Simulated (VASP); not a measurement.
Write the native input for VASP 6.6.1 that does the following.

| Property | Result |
| --- | --- |
| Task | single point |
| Functional | PBE |
| Potentials or basis | VASP PAW PBE potentials, release 64 (Mg_sv, O, B, H) |
| Cutoff | 620 eV |
| k mesh | 3 × 3 × 1 |
| Occupations | gaussian, width 0.05 eV |
| Spin | no spin polarisation |
| Dipole correction | no |
| Further INCAR settings | LREAL = Auto; ALGO = Normal; EDIFF = 1e-06; NBANDS = 119; NELMDL = -8 |

The structure of Mg12BH3O12 lies in POSCAR:

```
Mg12BH3O12
1.0
    5.9637390000      0.0000000000      0.0000000000
    2.9818690000      5.1647490000      0.0000000000
    0.0000000000      0.0000000000     18.0867150000
Mg O B H
12 12 1 3
Direct
    0.0000000000      0.0000000000      0.0552892000
    0.0000000200      0.5000000100      0.0552892000
    0.4999999700      0.0000000000      0.0552892000
    0.4999999800      0.5000000100      0.0552892000
    0.6653175432      0.6669089098      0.1920271990
    0.6654971239      0.1690967041      0.1909735765
    0.1676961915      0.6670050674      0.1919680165
    0.1679905248      0.1639986921      0.1923117567
    0.3282604602      0.3304243424      0.3287184717
    0.3450247463      0.8093569851      0.3380492430
    0.8413698377      0.3304123215      0.3290590145
    0.8252317010      0.8493673701      0.3202752479
    0.3333333400      0.8333333500      0.1225951200
    0.3333333200      0.3333333400      0.1225951200
    0.8333333100      0.8333333500      0.1225951200
    0.8333332900      0.3333333400      0.1225951200
    0.0014602342      0.4971851446      0.2575653281
    0.0013136765      0.0002423685      0.2588344681
    0.4978006992      0.5042581677      0.2628643502
    0.4986517335      0.0001215228      0.2586766575
    0.6604285465      0.1793916597      0.3848285166
    0.7202217660      0.6585781152      0.3949622318
    0.1766887487      0.1464295573      0.3885534883
    0.1217347992      0.6580289547      0.3948673370
    0.9381241667      0.6242517059      0.4331156089
    1.1806735060      0.1428998810      0.4419999793
    0.9646555150      0.5712725216      0.4984649513
    0.6592164188      1.1789224883      0.4381560848
```

The input as run:

INCAR

```
SYSTEM = Mg12BH3O12
PREC = Accurate ; ENCUT = 620
EDIFF = 1E-6 ; ISMEAR = 0
SIGMA = 0.05 ; LREAL = Auto
LASPH = .TRUE. ; NELM = 120
ALGO = Normal ; ISIF = 2
LWAVE = .FALSE. ; LCHARG = .FALSE.
GGA = PE ; NBANDS = 119
GGA_COMPAT = .FALSE. ; NELMDL = -8
```

KPOINTS

```
regular mesh
0
G
  3 3 1
  0 0 0
```

Potentials or basis: VASP PAW PBE potentials, release 64 (Mg_sv, O, B, H).

Launch:

```sh
$ cat potpaw_PBE.64/Mg_sv/POTCAR potpaw_PBE.64/O/POTCAR potpaw_PBE.64/B/POTCAR potpaw_PBE.64/H/POTCAR > POTCAR
$ mpirun -np 1 vasp_std > vasp.out
```

It gave:

The largest force is 0.619 eV/Å. The band gap on the k mesh is zero (bands 99 and 100 overlap by 2.13 eV).

Caveat: the k points lie up to 0.41 Å⁻¹ apart, too coarse for converged energies and pressures of a metal; there is no dipole correction, which matters where the two faces differ.

Wall time 18 min on 1 thread of Intel(R) Xeon(R) Platinum 8375C CPU @ 2.90GHz (Ice Lake) (shared host), peak memory 0.85 GiB.
